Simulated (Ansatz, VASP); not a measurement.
**Li5NbO5 in VASP and in Ansatz**

```
CELL_PARAMETERS angstrom
4.82426 -2.00399 0.00325
4.82426 2.00399 0.00325
-1.86040 0.00000 5.46899
ATOMIC_POSITIONS crystal
Li 0.71117 0.71117 0.34325
Li 0.69058 0.69058 0.86211
Li 0.00000 0.00000 0.50000
Li 0.30942 0.30942 0.13789
Li 0.28883 0.28883 0.65675
Nb 0.00000 0.00000 0.00000
O 0.85361 0.85361 0.17383
O 0.84234 0.84234 0.68178
O 0.50000 0.50000 0.00000
O 0.15766 0.15766 0.31822
O 0.14639 0.14639 0.82617
```

Alike in both runs: task single point; functional PBEsol; k mesh 6 × 6 × 4; occupations gaussian, width 0.02 eV; no spin polarisation.

|  | VASP | Ansatz |
| --- | --- | --- |
| version | VASP 6.6.1 | Ansatz 0.2.0 |
| potentials or method | VASP PAW PBE potentials, release 64 (Li_sv, Nb_sv, O), cutoff 520 eV | scalar-relativistic, plane waves, PAW |
| valence electrons in the cell | 58 | 58 |

```tsv
	VASP	Ansatz	Ansatz less VASP
gap on the k mesh at the Fermi level (eV)	3.18	3.19	+0.016
least direct gap on the mesh (eV)	3.21	3.23	+0.014
rms of the force components (eV/Å)	0.011	0.001	-0.0108
```

VASP's potentials were made for PBE, not for PBEsol. Atom by atom the forces differ by 0.011 eV/Å (rms over components).

Noted on VASP's run: the cutoff is under 1.25 times that of the potentials, so the pressure is a little rough.
